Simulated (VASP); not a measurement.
# RbGe2Sb3 (P6_3/mmc) in VASP: further runs

Runs on RbGe2Sb3. Level: PBE. Tasks: single point, relaxation of cell and atoms.

All numbers are computed with VASP 6.6.1; they aren't measurements. Logs are shortened: lines on timing, memory, paths and dates and some standing lists are left out, and cuts for length are marked.

## (1) The cell of the first run

Symmetry: P6_3/mmc, No. 194, hexagonal system. The conventional cell has a = 4.059 Å, b = 4.059 Å, c = 25.297 Å, α = 90.00°, β = 90.00°, γ = 120.00°. Within 5.1 Å of Rb (site symmetry -6m2) lie 6 Sb at 3.78 Å and 6 Rb at 4.06 Å and 6 Ge at 5.04 Å. Ge (site symmetry 3m) has 6 Sb at 2.78 to 2.99 Å within 3.7 Å. Sb (site symmetry -3m) has 6 Ge at 2.99 Å within 3.9 Å. Within 3.8 Å of Sb (site symmetry 3m) lie 3 Ge at 2.78 Å and 3 Rb at 3.78 Å.

## (2) Single point, PBE

The input, INCAR:

```
SYSTEM = RbGe2Sb3
PREC = Accurate
ENCUT = 520
EDIFF = 1E-6
ISMEAR = 0
SIGMA = 0.1
LREAL = .False.
LASPH = .True.
NELM = 100
ALGO = Normal
ISIF = 2
LWAVE = .False.
LCHARG = .False.
GGA = PE
NBANDS = 64
```

The input, KPOINTS:

```
regular mesh
0
Gamma
  6 6 1
  0 0 0
```

The input, POSCAR:

```
RbGe2Sb3
1.0
    4.0585719296      0.0000000000      0.0000000000
   -2.0292859648      3.5148263941      0.0000000000
    0.0000000000      0.0000000000     25.2965154681
Rb Ge Sb
2 4 6
Direct
    0.0000000000      0.0000000000      0.2500000000
    0.0000000000      0.0000000000      0.7500000000
    0.3333333333      0.6666666667      0.9265597714
    0.6666666667      0.3333333333      0.4265597714
    0.6666666667      0.3333333333      0.0734402286
    0.3333333333      0.6666666667      0.5734402286
    0.0000000000      0.0000000000      0.5000000000
    0.0000000000      0.0000000000      0.0000000000
    0.3333333333      0.6666666667      0.3670701958
    0.6666666667      0.3333333333      0.8670701958
    0.6666666667      0.3333333333      0.6329298042
    0.3333333333      0.6666666667      0.1329298042
```

Potentials or basis: VASP PAW PBE potentials, release 64 (Rb_sv, Ge_d, Sb).

The run is started by

```bash
$ cat potpaw_PBE.64/Rb_sv/POTCAR potpaw_PBE.64/Ge_d/POTCAR potpaw_PBE.64/Sb/POTCAR > POTCAR
$ mpirun -np 1 vasp_std > vasp.out
```

OUTCAR:

```text
SYSTEM = RbGe2Sb3
   PREC = Accurate
   ENCUT = 520
   EDIFF = 1E-6
   ISMEAR = 0
   LREAL = .False.
   LASPH = .True.
   NELM = 100
   ISIF = 2
   GGA = PE

 ion  position               nearest neighbor table
   1  0.000  0.000  0.250-   9 3.78  12 3.78   9 3.78  12 3.78   9 3.78  12 3.78
   2  0.000  0.000  0.750-  10 3.78  11 3.78  10 3.78  11 3.78  10 3.78  11 3.78
   3  0.333  0.667  0.927-  10 2.78  10 2.78  10 2.78   8 2.99   8 2.99   8 2.99
   4  0.667  0.333  0.427-   9 2.78   9 2.78   9 2.78   7 2.99   7 2.99   7 2.99
   5  0.667  0.333  0.073-  12 2.78  12 2.78  12 2.78   8 2.99   8 2.99   8 2.99
   6  0.333  0.667  0.573-  11 2.78  11 2.78  11 2.78   7 2.99   7 2.99   7 2.99
   7  0.000  0.000  0.500-   4 2.99   6 2.99   6 2.99   4 2.99   4 2.99   6 2.99
   8  0.000  0.000  0.000-   3 2.99   5 2.99   3 2.99   5 2.99   5 2.99   3 2.99
   9  0.333  0.667  0.367-   4 2.78   4 2.78   4 2.78   1 3.78   1 3.78   1 3.78
  10  0.667  0.333  0.867-   3 2.78   3 2.78   3 2.78   2 3.78   2 3.78   2 3.78
  11  0.667  0.333  0.633-   6 2.78   6 2.78   6 2.78   2 3.78   2 3.78   2 3.78
  12  0.333  0.667  0.133-   5 2.78   5 2.78   5 2.78   1 3.78   1 3.78   1 3.78

  LATTYP: Found a hexagonal cell.
 ALAT       =     4.0585719296
 C/A-ratio  =     6.2328611903

  Lattice vectors:

 A1 = (   4.0585719296,   0.0000000000,   0.0000000000)
 A2 = (  -2.0292859648,   3.5148263941,   0.0000000000)
 A3 = (   0.0000000000,   0.0000000000,  25.2965154681)

Analysis of symmetry for initial positions (statically):
=====================================================================
 Subroutine PRICEL returns:
 Original cell was already a primitive cell.

 Routine SETGRP: Setting up the symmetry group for a
 hexagonal supercell.

 Subroutine GETGRP returns: Found 24 space group operations
 (whereof 12 operations were pure point group operations)
 out of a pool of 24 trial point group operations.

The static configuration has the point symmetry D_3d.
 The point group associated with its full space group is D_6h.

Analysis of symmetry for dynamics (positions and initial velocities):
=====================================================================
 Subroutine PRICEL returns:
 Original cell was already a primitive cell.

 Routine SETGRP: Setting up the symmetry group for a
 hexagonal supercell.

 Subroutine GETGRP returns: Found 24 space group operations
 (whereof 12 operations were pure point group operations)
 out of a pool of 24 trial point group operations.

The dynamic configuration has the point symmetry D_3d.
 The point group associated with its full space group is D_6h.

 Subroutine INISYM returns: Found 24 space group operations
 (whereof 12 operations are pure point group operations),
 and found     1 'primitive' translations

----------------------------------------------------------------------------------------

                                     Primitive cell

  volume of cell :     360.8592

  direct lattice vectors                    reciprocal lattice vectors
     4.058571930  0.000000000  0.000000000     0.246392085  0.142254537  0.000000000
    -2.029285965  3.514826394  0.000000000     0.000000000  0.284509073  0.000000000
     0.000000000  0.000000000 25.296515468     0.000000000  0.000000000  0.039531136

  length of vectors
     4.058571930  4.058571930 25.296515468     0.284509073  0.284509073  0.039531136

  position of ions in fractional coordinates (direct lattice)
     0.000000000  0.000000000  0.250000000
     0.000000000  0.000000000  0.750000000
     0.333333333  0.666666667  0.926559771
     0.666666667  0.333333333  0.426559771
     0.666666667  0.333333333  0.073440229
     0.333333333  0.666666667  0.573440229
     0.000000000  0.000000000  0.500000000
     0.000000000  0.000000000  0.000000000
     0.333333333  0.666666667  0.367070196
     0.666666667  0.333333333  0.867070196
     0.666666667  0.333333333  0.632929804
     0.333333333  0.666666667  0.132929804

  ion indices of the primitive-cell ions
   primitive index   ion index
                 1           1
                 2           2
                 3           3
                 4           4
                 5           5
                 6           6
                 7           7
                 8           8
                 9           9
                10          10
                11          11
                12          12

----------------------------------------------------------------------------------------

 KPOINTS: regular mesh

Automatic generation of k-mesh.
 Grid dimensions read from file:
 generate k-points for:    6    6    1

 Generating k-lattice:

  Cartesian coordinates                     Fractional coordinates (reciprocal lattice)
     0.041065348  0.023709089  0.000000000     0.166666667  0.000000000  0.000000000
     0.000000000  0.047418179  0.000000000     0.000000000  0.166666667  0.000000000
     0.000000000  0.000000000  0.039531136     0.000000000  0.000000000  1.000000000

  Length of vectors
     0.047418179  0.047418179  0.039531136

  Shift w.r.t. Gamma in fractional coordinates (k-lattice)
     0.000000000  0.000000000  0.000000000

 Subroutine IBZKPT returns following result:
 ===========================================

 Found      7 irreducible k-points:

 Following reciprocal coordinates:
            Coordinates               Weight
  0.000000  0.000000  0.000000      1.000000
  0.166667  0.000000  0.000000      6.000000
  0.333333  0.000000  0.000000      6.000000
  0.500000  0.000000  0.000000      3.000000
  0.166667  0.166667  0.000000      6.000000
  0.333333  0.166667  0.000000     12.000000
  0.333333  0.333333  0.000000      2.000000
   k-points           NKPTS =      7   k-points in BZ     NKDIM =      7   number of bands    NBANDS=     64
   number of dos      NEDOS =    301   number of ions     NIONS =     12
   total plane-waves  NPLWV = 172800
   dimension x,y,z NGX =    30 NGY =   30 NGZ =  192
   dimension x,y,z NGXF=    60 NGYF=   60 NGZF=  384
   ions per type =               2   4   6
   NGX,Y,Z   is equivalent  to a cutoff of  12.29, 12.29, 12.62 a.u.
   NGXF,Y,Z  is equivalent  to a cutoff of  24.58, 24.58, 25.24 a.u.
 SYSTEM =  RbGe2Sb3
   PREC   = accura    normal or accurate (medium, high low for compatibility)
   ISTART =      0    job   : 0-new  1-cont  2-samecut
   ICHARG =      2    charge: 1-file 2-atom 10-const
   ISPIN  =      1    spin polarized calculation?
   LNONCOLLINEAR =      F non collinear calculations
   LSORBIT =      F    spin-orbit coupling
   LASPH  =      T    aspherical Exc in radial PAW
   ENCUT  =  520.0 eV  38.22 Ry    6.18 a.u.   7.55  7.55 47.03*2*pi/ulx,y,z
   NELM   =    100;   NELMIN=  2; NELMDL= -5     # of ELM steps
   EDIFF  = 0.1E-05   stopping-criterion for ELM
   LREAL  =      F    real-space projection
   EDIFFG = 0.1E-04   stopping-criterion for IOM
   NSW    =      0    number of steps for IOM
   IBRION =     -1    ionic relax: 0-MD 1-quasi-New 2-CG
   NFREE  =      0    steps in history (QN), initial steepest desc. (CG)
   ISIF   =      2    stress and relaxation
   ISYM   =      2    0-nonsym 1-usesym 2-fastsym
   POTIM  = 0.5000    time-step for ionic-motion
   TEBEG  =    0.0;   TEEND  =   0.0 temperature during run
   PSTRESS=    0.0 pullay stress
   NELECT =     104.0000    total number of electrons
   NUPDOWN=      -1.0000    fix difference up-down
   EMIN   =  10.00;   EMAX   =-10.00  energy-range for DOS
   EFERMI =   0.00;   METHOD = LEGACY
   ISMEAR =     0;   SIGMA  =   0.10  broadening in eV -4-tet -1-fermi 0-gaus
   EFERMI_NEDOS =   21; number of points for ismear=-14 and -15
   IALGO  =     38    algorithm
   IMIX   =      4    mixing-type and parameters
     AMIX     =   0.40;   BMIX     =  1.00
     AMIX_MAG =   1.60;   BMIX_MAG =  1.00
  volume/ion in A,a.u.               =      30.07       202.93
  Fermi-wavevector in a.u.,A,eV,Ry     =   1.081368  2.043488 15.910051  1.169356
  Thomas-Fermi vector in A             =   2.217382
   LORBIT       =      0    0 simple, 1 ext, 2 COOP (PROOUT), +10 PAW based schemes
   GGA     = PE    functional components
   LHFCALC =     F    Hartree Fock is set to
   AEXX    =    0.0000 exact exchange contribution
   IVDW    =     0    specifies the selected vdW correction
   LEPSILON=     F    determine dielectric tensor
   LRPA    =     F    only Hartree local field effects (RPA)
 non-spin polarized calculation
 Gauss-broadening in eV      SIGMA  =   0.10
  energy-cutoff  :      520.00
  volume of cell :      360.86
 maximum number of plane-waves:      9769
   NGX = 15   NGY = 15   NGZ = 95

 number of electron     103.9999975 magnetization

 Free energy of the ion-electron system (eV)
  ---------------------------------------------------
  ext. energy  EPLUGINS =         0.00000000
  ---------------------------------------------------
  free energy    TOTEN  =       -44.42580494 eV

  energy without entropy =      -44.39702133  energy(sigma->0) =      -44.41141314

 E-fermi :   5.0956     XC(G=0):  -9.1704

 val. band max:        5.0304847087   @ k =   0.3333   0.1667   0.0000
 cond. band min:       5.1054728462   @ k =   0.5000   0.0000   0.0000
 fundamental gap:      0.0749881375
 Fermi energy:         5.0956376983

 k-point     1 :       0.0000    0.0000    0.0000
  band No.  band energies     occupation
      1     -23.1169      2.00000
      2     -23.1169      2.00000
      3     -19.4858      2.00000
      4     -19.4858      2.00000
      5     -19.4858      2.00000
      6     -19.4858      2.00000
[... 56 lines left out ...]
     63       7.4525      0.00000
     64       7.4596      0.00000

 k-point     2 :       0.1667    0.0000    0.0000
  band No.  band energies     occupation
      1     -23.1053      2.00000
      2     -23.1053      2.00000
      3     -19.4872      2.00000
      4     -19.4872      2.00000
      5     -19.4863      2.00000
      6     -19.4863      2.00000
[... 56 lines left out ...]
     63       8.2568      0.00000
     64       8.4011      0.00000

 k-point     3 :       0.3333    0.0000    0.0000
  band No.  band energies     occupation
      1     -23.0818      2.00000
      2     -23.0818      2.00000
      3     -19.4898      2.00000
      4     -19.4898      2.00000
      5     -19.4886      2.00000
      6     -19.4886      2.00000
[... 56 lines left out ...]
     63       8.1521      0.00000
     64       8.3211      0.00000

 k-point     4 :       0.5000    0.0000    0.0000
  band No.  band energies     occupation
      1     -23.0700      2.00000
      2     -23.0700      2.00000
      3     -19.4911      2.00000
      4     -19.4911      2.00000
      5     -19.4898      2.00000
      6     -19.4898      2.00000
[... 56 lines left out ...]
     63       8.0812      0.00000
     64       8.3224      0.00000

 k-point     5 :       0.1667    0.1667    0.0000
  band No.  band energies     occupation
      1     -23.0877      2.00000
      2     -23.0877      2.00000
      3     -19.4885      2.00000
      4     -19.4885      2.00000
      5     -19.4881      2.00000
      6     -19.4881      2.00000
[... 56 lines left out ...]
     63       8.2946      0.00000
     64       8.6731      0.00000

 k-point     6 :       0.3333    0.1667    0.0000
  band No.  band energies     occupation
      1     -23.0700      2.00000
      2     -23.0700      2.00000
      3     -19.4900      2.00000
      4     -19.4900      2.00000
      5     -19.4891      2.00000
      6     -19.4891      2.00000
[... 56 lines left out ...]
     63       8.3389      0.00000
     64       8.6928      0.00000

 k-point     7 :       0.3333    0.3333    0.0000
  band No.  band energies     occupation
      1     -23.0641      2.00000
      2     -23.0641      2.00000
      3     -19.4888      2.00000
      4     -19.4888      2.00000
      5     -19.4888      2.00000
      6     -19.4888      2.00000
[... 56 lines left out ...]
     63       8.8753      0.00000
     64       8.8854      0.00000

------------------------ aborting loop because EDIFF is reached ----------------------------------------

  FORCE on cell =-STRESS in cart. coord.  units (eV):
  Direction    XX          YY          ZZ          XY          YZ          ZX
  --------------------------------------------------------------------------------------
  -------------------------------------------------------------------------------------
  Total       -0.0362092     -0.0362092      0.3573442      0.0000000      0.0000000     -0.0000000
  in kB       -0.1607649     -0.1607649      1.5865707      0.0000000      0.0000000     -0.0000000
  external PRESSURE =       0.4216803 kB  Pullay stress =       0.0000000 kB

 VOLUME and BASIS-vectors are now :
 -----------------------------------------------------------------------------
  energy-cutoff  :      520.00
  volume of cell :      360.86
      direct lattice vectors                 reciprocal lattice vectors
     4.058571930  0.000000000  0.000000000     0.246392085  0.142254537  0.000000000
    -2.029285965  3.514826394  0.000000000     0.000000000  0.284509073  0.000000000
     0.000000000  0.000000000 25.296515468     0.000000000  0.000000000  0.039531136

 POSITION                                       TOTAL-FORCE (eV/Angst)
 -----------------------------------------------------------------------------------
      0.00000      0.00000      6.32413        -0.000000      0.000000      0.000000
      0.00000      0.00000     18.97239        -0.000000      0.000000      0.000000
     -0.00000      2.34322     23.43873         0.000000      0.000000      0.007289
      2.02929      1.17161     10.79048        -0.000000      0.000000      0.007289
      2.02929      1.17161      1.85778        -0.000000     -0.000000     -0.007289
     -0.00000      2.34322     14.50604         0.000000     -0.000000     -0.007289
      0.00000      0.00000     12.64826        -0.000000      0.000000      0.000000
      0.00000      0.00000      0.00000        -0.000000      0.000000      0.000000
     -0.00000      2.34322      9.28560        -0.000000      0.000000     -0.004944
      2.02929      1.17161     21.93385        -0.000000      0.000000     -0.004944
      2.02929      1.17161     16.01092        -0.000000      0.000000      0.004944
     -0.00000      2.34322      3.36266        -0.000000      0.000000      0.004944
 -----------------------------------------------------------------------------------
    total drift:                               -0.000000      0.000000      0.000000

  FREE ENERGIE OF THE ION-ELECTRON SYSTEM (eV)
  ---------------------------------------------------
  free  energy   TOTEN  =       -44.4258049419 eV

  energy  without entropy=      -44.3970213334  energy(sigma->0) =      -44.41141314
```

Run time: 2.5 min. Hardware: 1 thread of AMD EPYC 9R45 (Zen 5), shared host; peak memory 0.44 GiB.

What came out:

```yaml
Free_energy: -44.4258 eV
Pressure: 0.0 GPa
Largest_force: 0.007 eV/Å
Band_gap_on_the_k_mesh: zero (bands 52 and 53 overlap by 0.83 eV)
```

Forces in eV/Å, atoms in the order of the input:
```
Rb   0.000  0.000  0.000
Rb   0.000  0.000  0.000
Ge   0.000  0.000  0.007
Ge   0.000  0.000  0.007
Ge   0.000  0.000 -0.007
Ge   0.000  0.000 -0.007
Sb   0.000  0.000  0.000
Sb   0.000  0.000  0.000
Sb   0.000  0.000 -0.005
Sb   0.000  0.000 -0.005
Sb   0.000  0.000  0.005
Sb   0.000  0.000  0.005
```

Stress tensor (GPa, compression positive):
```
-0.02  0.00  0.00
 0.00 -0.02  0.00
 0.00  0.00  0.16
```

Levels at points of the mesh, in eV from the Fermi level:
```csv
k point,band 50,band 51,band 52,band 53,band 54,band 55
"(0.00, 0.00, 0.00)",0.28,0.51,0.55,0.55,0.55,0.55
"(0.50, 0.00, 0.00)",-1.38,-0.78,-0.65,-0.27,0.01,0.18
```

Caveat: spin-orbit coupling is left out, which moves the levels of the heavy elements.

## (3) Relaxation of cell and atoms, PBE

This run uses another cell than the first one, of 26.25 Å³/atom.

The input, INCAR:

```
ALGO = Normal
EDIFF = 1E-6
EDIFFG = -0.04
ENCUT = 600
GGA = PE
IBRION = 2
ISIF = 3
ISMEAR = 0
LASPH = True
LCHARG = False
LREAL = False
LWAVE = False
NELM = 60
NSW = 90
PREC = Accurate
SIGMA = 0.1
```

The input, KPOINTS:

```
k-points
0
Gamma
  6 6 1
```

The input, POSCAR:

```
RbGe2Sb3
1.0
    3.9810576406      0.0000000000      0.0000000000
   -1.9905288203      3.4476970507      0.0000000000
    0.0000000000      0.0000000000     22.9526776022
Rb Ge Sb
2 4 6
Direct
    0.0000000000      0.0000000000      0.2500000000
    0.0000000000      0.0000000000      0.7500000000
    0.3333333333      0.6666666667      0.9280000000
    0.6666666667      0.3333333333      0.4280000000
    0.6666666667      0.3333333333      0.0720000000
    0.3333333333      0.6666666667      0.5720000000
    0.0000000000      0.0000000000      0.5000000000
    0.0000000000      0.0000000000      0.0000000000
    0.3333333333      0.6666666667      0.3650000000
    0.6666666667      0.3333333333      0.8650000000
    0.6666666667      0.3333333333      0.6350000000
    0.3333333333      0.6666666667      0.1350000000
```

Potentials or basis: VASP PAW PBE potentials, release 64 (Rb_sv, Ge_d, Sb).

The run is started by

```bash
$ cat potpaw_PBE.64/Rb_sv/POTCAR potpaw_PBE.64/Ge_d/POTCAR potpaw_PBE.64/Sb/POTCAR > POTCAR
$ mpirun -np 1 vasp_std > vasp.out
```

Run time: 16 min. Hardware: 1 thread of AMD EPYC 9R45 (Zen 5), shared host; peak memory 0.56 GiB.

Results (log left out):

```
Free energy                           : -44.4219 eV
Relaxed volume                        : 29.91 Å³/atom
Relaxed cell                          : a = 4.048 Å, b = 4.048 Å, c = 25.291 Å, α = 90.00°, β = 90.00°, γ = 120.00°
Space group after relaxing (to 0.1 Å) : P6_3/mmc (No. 194)
Energy gained by relaxing             : 100.0 meV/atom
Ionic steps                           : 9
Pressure after relaxing               : 0.2 GPa
Largest force after relaxing          : 0.023 eV/Å
Band gap on the k mesh                : zero (bands 52 and 53 overlap by 0.85 eV)
```

Forces on the atoms (eV/Å):
```
Rb   0.000  0.000  0.000
Rb   0.000  0.000  0.000
Ge   0.000  0.000  0.021
Ge   0.000  0.000  0.021
Ge   0.000  0.000 -0.021
Ge   0.000  0.000 -0.021
Sb   0.000  0.000  0.000
Sb   0.000  0.000  0.000
Sb   0.000  0.000  0.023
Sb   0.000  0.000  0.023
Sb   0.000  0.000 -0.023
Sb   0.000  0.000 -0.023
```

The path:
```tsv
step	energy change (eV)	largest force (eV/Å)	pressure (GPa)	volume (Å³)
1	0.0000	0.4293	7.60	315.04
2	-0.9461	0.5730	-1.92	375.09
3	-1.0379	0.3714	-0.21	359.20
4	-1.0378	0.3848	-0.32	360.12
5	-1.1335	0.2905	-0.25	360.02
6	-1.1949	0.1357	-0.05	359.68
7	-1.1953	0.1195	-0.04	359.63
8	-1.1993	0.0538	0.11	359.14
9	-1.1997	0.0231	0.18	358.93
```

Final structure:
```
Rb Ge Sb
1.0
     4.04819    0.00000    0.00000
    -2.02410    3.50584    0.00000
     0.00000    0.00000   25.29056
Rb Ge Sb
2 4 6
Direct
  0.00000 0.00000 0.25000
  0.00000 0.00000 0.75000
  0.33333 0.66667 0.92615
  0.66667 0.33333 0.42615
  0.66667 0.33333 0.07385
  0.33333 0.66667 0.57385
  0.00000 0.00000 0.50000
  0.00000 0.00000 0.00000
  0.33333 0.66667 0.36653
  0.66667 0.33333 0.86653
  0.66667 0.33333 0.63347
  0.33333 0.66667 0.13347
```

Levels at points of the mesh, in eV from the Fermi level:
| k point | band 50 | band 51 | band 52 | band 53 | band 54 | band 55 |
| --- | --- | --- | --- | --- | --- | --- |
| (0.00, 0.00, 0.00) | 0.31 | 0.54 | 0.59 | 0.59 | 0.59 | 0.59 |
| (0.50, 0.00, 0.00) | -1.38 | -0.81 | -0.68 | -0.26 | 0.03 | 0.19 |

Caveat: spin-orbit coupling is left out, which moves the levels of the heavy elements.

The gap in the log of VASP goes by the Fermi energy; the results here count the filled bands.